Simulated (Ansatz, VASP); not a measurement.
## BN in VASP and in Ansatz

```xyz
4
Lattice="2.5006 0.0000 0.0000 -1.2503 2.1656 0.0000 0.0000 0.0000 6.5236" Properties=species:S:1:pos:R:3 pbc="T T T"
B     0.0000    1.4437    1.6309
B     1.2503    0.7219    4.8927
N     0.0000    1.4437    4.8927
N     1.2503    0.7219    1.6309
```

Alike in both runs: task single point; functional PBEsol; k mesh 9 × 9 × 4; no spin polarisation.

|  | VASP | Ansatz |
| --- | --- | --- |
| version | VASP 6.6.1 | Ansatz 0.2.0 |
| potentials or method | VASP PAW PBE potentials, release 64 (B, N) | plane waves |
| plane-wave cutoff (eV) | 520 | 420 |
| occupations | gaussian, width 0.01 eV | fixed |
| valence electrons in the cell | 16 | 16 |

```tsv
	VASP	Ansatz	Ansatz less VASP
gap on the k mesh at the Fermi level (eV)	4.28	4.29	+0.010
pressure (GPa)	2.0	1.7	-0.31
traceless stress, the component that is largest in VASP (GPa)	-0.73	-0.28	+0.447
```

VASP's potentials were made for PBE, not for PBEsol.
